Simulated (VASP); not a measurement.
Wanted: the native input for a VASP 6.6.1 run.

```
Task                   : relaxation of cell and atoms
Functional             : PBE
Potentials or basis    : VASP PAW PBE potentials, release 64 (Zr_sv, O)
Cutoff                 : 600 eV
k mesh                 : 8 × 8 × 8
Occupations            : gaussian, width 0.01 eV
Spin                   : no spin polarisation
Target pressure        : 6 GPa
Dipole correction      : no
Further INCAR settings : ALGO = Normal; EDIFF = 1e-07; IBRION = 2; EDIFFG = -0.01; NSW = 80; ISIF = 3
```

The structure of ZrO2 lies in POSCAR:

```
ZrO2
1.0
    0.0000000000      2.5350000000      2.5350000000
    2.5350000000      0.0000000000      2.5350000000
    2.5350000000      2.5350000000      0.0000000000
Zr O
1 2
Direct
    0.0000000000      0.0000000000      0.0000000000
    0.2500000000      0.2500000000      0.2500000000
    0.7500000000      0.7500000000      0.7500000000
```

These files were run (other wordings do the same):

INCAR

```
PREC = Accurate
ENCUT = 600
EDIFF = 1E-7
ISMEAR = 0
SIGMA = 0.01
LREAL = F
LASPH = T
NELM = 120
ALGO = Normal
ISIF = 3
LWAVE = F
LCHARG = F
GGA = PE
IBRION = 2
NSW = 80
EDIFFG = -0.01
PSTRESS = 60.0
GGA_COMPAT = F
NELMIN = 4
```

KPOINTS

```
Automatic mesh
0
Gamma
  8 8 8
```

Potentials or basis: VASP PAW PBE potentials, release 64 (Zr_sv, O).

The run is started by

```console
$ cat potpaw_PBE.64/Zr_sv/POTCAR potpaw_PBE.64/O/POTCAR > POTCAR
$ mpirun -np 1 vasp_std > vasp.out
```

Results of the run:

| Property | Result |
| --- | --- |
| Relaxed volume | 10.90 Å³/atom |
| Relaxed cell | a = 3.589 Å, b = 3.589 Å, c = 3.589 Å, α = 60.00°, β = 60.00°, γ = 60.00° |
| Space group after relaxing (to 0.1 Å) | Fm-3m (No. 225) |
| Energy change on relaxing (the run minimises the enthalpy) | -1.4 meV/atom |
| Ionic steps | 3 |
| Pressure after relaxing | 6.0 GPa |
| Band gap on the k mesh | 3.38 eV (least direct gap 3.83 eV) |

Caveat: the cell is relaxed towards a set pressure, so the run minimises the enthalpy, not the energy.

Run time: 32 s on 1 thread of AMD EPYC 9R45 96-Core Processor (Zen 5) (shared host), peak memory 0.15 GiB.
